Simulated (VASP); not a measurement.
# ZnSe (F-43m) in VASP: settings compared, part 3 of 3

VASP 6.6.1.

## Step 6: Single point, BHLYP

This run uses another cell than the first one, of 24.12 Å³/atom.

POSCAR reads:

```
ZnSe
1.0
    0.0000000000      2.8893788162      2.8893788162
    2.8893788162      0.0000000000      2.8893788162
    2.8893788162      2.8893788162      0.0000000000
Se Zn
1 1
Direct
    0.7500000000      0.7500000000      0.7500000000
    0.0000000000      0.0000000000      0.0000000000
```

INCAR.step1 reads:

```
ALGO = Normal ; EDIFF = 1E-5
ENCUT = 520 ; GGA = PE
ISIF = 2 ; ISMEAR = -1
LASPH = T ; LCHARG = F
LREAL = F ; LWAVE = T
NBANDS = 16 ; NELM = 80
PREC = Accurate ; SIGMA = 0.05
```

INCAR.step2 reads:

```
AEXX = 0.5 ; AGGAC = 1.0
AGGAX = 0.5 ; ALDAC = 0.0
ALDAX = 0.5 ; ALGO = Normal
EDIFF = 1E-7 ; ENCUT = 520
GGA = B5 ; ISIF = 2
ISMEAR = -1 ; ISTART = 1
LASPH = T ; LCHARG = F
LHFCALC = T ; LREAL = F
LWAVE = F ; NBANDS = 16
NELM = 80 ; PREC = Accurate
PRECFOCK = Normal ; SIGMA = 0.05
```

KPOINTS reads:

```
k-points
0
Gamma
  4 4 4
```

Potentials or basis: VASP PAW PBE potentials, release 64 (Se, Zn).

The run is started by

```console
> cat potpaw_PBE.64/Se/POTCAR potpaw_PBE.64/Zn/POTCAR > POTCAR
> cp INCAR.step1 INCAR
> mpirun -np 1 vasp_std > vasp.out
> cp INCAR.step2 INCAR
> mpirun -np 1 vasp_std > vasp.out
```

OUTCAR:

```text
AEXX = 0.5
   EDIFF = 1E-7
   ENCUT = 520
   GGA = B5
   ISIF = 2
   ISMEAR = -1
   ISTART = 1
   LASPH = T
   LHFCALC = T
   LREAL = F
   NELM = 80
   PREC = Accurate
   PRECFOCK = Normal

 ion  position               nearest neighbor table
   1  0.750  0.750  0.750-   2 2.50   2 2.50   2 2.50   2 2.50
   2  0.000  0.000  0.000-   1 2.50   1 2.50   1 2.50   1 2.50

  LATTYP: Found a face centered cubic cell.
 ALAT       =     5.7787576324

  Lattice vectors:

 A1 = (   0.0000000000,   2.8893788162,   2.8893788162)
 A2 = (   2.8893788162,   0.0000000000,   2.8893788162)
 A3 = (   2.8893788162,   2.8893788162,   0.0000000000)

Analysis of symmetry for initial positions (statically):
=====================================================================
 Subroutine PRICEL returns:
 Original cell was already a primitive cell.

 Routine SETGRP: Setting up the symmetry group for a
 face centered cubic supercell.

 Subroutine GETGRP returns: Found 24 space group operations
 (whereof 24 operations were pure point group operations)
 out of a pool of 48 trial point group operations.

The static configuration has the point symmetry T_d .
[... 148 lines left out ...]

  energy without entropy =       -9.13436128  energy(sigma->0) =       -9.13436128

 E-fermi :   0.4905     XC(G=0):  -4.7652

 val. band max:       -0.5719940359   @ k =   0.0000   0.0000   0.0000
 cond. band min:       4.1697851619   @ k =   0.0000   0.0000   0.0000
 fundamental gap:      4.7417791978
 Fermi energy:         0.4905037208

 k-point     1 :       0.0000    0.0000    0.0000
  band No.  band energies     occupation
      1     -15.7421      2.00000
      2     -10.5306      2.00000
      3     -10.5306      2.00000
      4     -10.5306      2.00000
      5     -10.2733      2.00000
      6     -10.2733      2.00000
[... 129 lines left out ...]
      3     -10.4072      2.00000
      4     -10.3069      2.00000
      5     -10.2743      2.00000
      6      -9.9298      2.00000
[... 8 lines left out ...]
     15      17.4576      0.00000
     16      17.4914      0.00000

------------------------ aborting loop because EDIFF is reached ----------------------------------------

  FORCE on cell =-STRESS in cart. coord.  units (eV):
  Direction    XX          YY          ZZ          XY          YZ          ZX
  --------------------------------------------------------------------------------------
  -------------------------------------------------------------------------------------
  Total       -0.2830392     -0.2830392     -0.2830392     -0.0000000      0.0000000     -0.0000000
  in kB       -9.3996950     -9.3996950     -9.3996950     -0.0000000      0.0000000     -0.0000000
  external PRESSURE =      -9.3996950 kB  Pullay stress =       0.0000000 kB

 VOLUME and BASIS-vectors are now :
 -----------------------------------------------------------------------------
  energy-cutoff  :      520.00
  volume of cell :       48.24
      direct lattice vectors                 reciprocal lattice vectors
     0.000000000  2.889378816  2.889378816    -0.173047576  0.173047576  0.173047576
     2.889378816  0.000000000  2.889378816     0.173047576 -0.173047576  0.173047576
     2.889378816  2.889378816  0.000000000     0.173047576  0.173047576 -0.173047576

 POSITION                                       TOTAL-FORCE (eV/Angst)
 -----------------------------------------------------------------------------------
      4.33407      4.33407      4.33407         0.000000      0.000000      0.000000
      0.00000      0.00000      0.00000        -0.000000     -0.000000     -0.000000
 -----------------------------------------------------------------------------------
    total drift:                               -0.000064     -0.000056     -0.000037

  FREE ENERGIE OF THE ION-ELECTRON SYSTEM (eV)
  ---------------------------------------------------
  free  energy   TOTEN  =        -9.1343612828 eV

  energy  without entropy=       -9.1343612828  energy(sigma->0) =       -9.13436128
```

OSZICAR.step1:

```text
N       E                     dE             d eps       ncg     rms          rms(c)
DAV:   1     0.890311536956E+02    0.89031E+02   -0.86299E+03   256   0.124E+03
DAV:   2    -0.784635157750E+00   -0.89816E+02   -0.83180E+02   288   0.242E+02
DAV:   3    -0.622909933284E+01   -0.54445E+01   -0.54236E+01   320   0.573E+01
DAV:   4    -0.627558541106E+01   -0.46486E-01   -0.46477E-01   312   0.648E+00
DAV:   5    -0.627581437272E+01   -0.22896E-03   -0.22896E-03   312   0.375E-01    0.430E+00
DAV:   6    -0.598677062646E+01    0.28904E+00   -0.54487E-01   384   0.224E+01    0.332E+00
DAV:   7    -0.596676722066E+01    0.20003E-01   -0.15314E-01   288   0.337E+00    0.142E+00
DAV:   8    -0.596691119031E+01   -0.14397E-03   -0.45282E-03   320   0.602E-01    0.436E-01
DAV:   9    -0.596728983366E+01   -0.37864E-03   -0.11490E-03   288   0.250E-01    0.717E-02
DAV:  10    -0.596740154345E+01   -0.11171E-03   -0.14639E-04   320   0.894E-02    0.176E-02
DAV:  11    -0.596741060831E+01   -0.90649E-05   -0.29219E-05   312   0.373E-02
   1 F= -.59674106E+01 E0= -.59674097E+01  d E =-.178009E-05
```

Wall time 12 min (1 thread of AMD EPYC 7R13 (Zen 3), shared host); peak memory 0.15 GiB.

What came out:

```
Free energy            : -9.1344 eV
Pressure               : -0.9 GPa
Band gap on the k mesh : 4.74 eV
```

Caveat: the k points lie up to 0.47 Å⁻¹ apart; the PAW data sets were made with another functional, which shifts forces and pressure a little.

## Step 7: The runs side by side

| task | level | cell | k mesh | cutoff (eV) | smearing | dipole correction | grid for exact exchange (PRECFOCK) | share of exact exchange | screening parameter | tolerance level | gap on the mesh (eV) | pressure (GPa) | relaxed volume (Å³/atom) |
| --- | --- | --- | --- | --- | --- | --- | --- | --- | --- | --- | --- | --- | --- |
| single point | PBE-based screened hybrid with 10 % exact exchange | a = 4.008 Å, angles 60.0°, 2 atoms | 5 × 5 × 5 | 520 | fermi-dirac 0.05 eV | no | Normal | 0.1 | 0.20787 1/Å | - | 1.72 | 1.9 | - |
| single point | PBE-based screened hybrid with 15 % exact exchange | a = 4.008 Å, angles 60.0°, 2 atoms | 5 × 5 × 5 | 520 | fermi-dirac 0.05 eV | no | Normal | 0.15 | 0.20787 1/Å | - | 1.95 | 1.7 | - |
| relaxation of cell and atoms | LAK | relaxed from a = 4.137 Å, angles 60.0°, 2 atoms | 5 × 5 × 5 | 410 | gaussian 0.03 eV | - | - | - | - | screening | 2.12 | 0.3 | 23.80 |
| relaxation of cell and atoms | LAK | relaxed from a = 4.137 Å, angles 60.0°, 2 atoms | 8 × 8 × 8 | 720 | gaussian 0.03 eV | - | - | - | - | screening | 2.13 | 0.0 | 23.80 |
| single point | BHLYP | a = 4.086 Å, angles 60.0°, 2 atoms | 4 × 4 × 4 | 520 | fermi-dirac 0.05 eV | no | Normal | 0.5 | - | - | 4.74 | -0.9 | - |

Alike in all rows: potentials or basis VASP PAW PBE potentials, release 64 (Se, Zn); no spin polarisation.

Caveats: some runs use coarse meshes; the PAW data sets were made with another functional, which shifts forces and pressure a little.

Total energies depend on the potentials used, so only differences within one code and one set of settings carry meaning.
